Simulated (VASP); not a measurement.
Runs of VASP 6.6.1 on Al. The structure is that of space group Im-3m (No. 229), or close to it. The cells are those of the table. 

```tsv
cell	gap on the mesh (eV)	pressure (GPa)
a = 2.871 Å, angles 108.8, 108.8, 110.8°, 1 atom	none	-6.6
a = 2.780 Å, angles 108.1, 108.1, 112.1°, 1 atom	none	(b)
a = 2.734 Å, angles 110.8, 110.8, 106.7°, 1 atom	none	2.6
a = 2.802 Å, angles 108.8, 108.8, 110.8°, 1 atom	none	(a)
a = 2.848 Å, angles 110.1, 110.1, 108.2°, 1 atom	none	-5.5
```

Alike in all rows: task single point; level LDA; potentials or basis VASP PAW LDA potentials, release 64 (Al); no spin polarisation; k mesh 20 × 20 × 20; cutoff (eV) 520; smearing gaussian 0.15 eV.

Task: Fill in the values left out.

Result: (a) -2.9; (b) -1.3.

Caveats: the cell stands under tension (at least some runs).

A gap of «none» marks levels without a gap at the run's occupations.
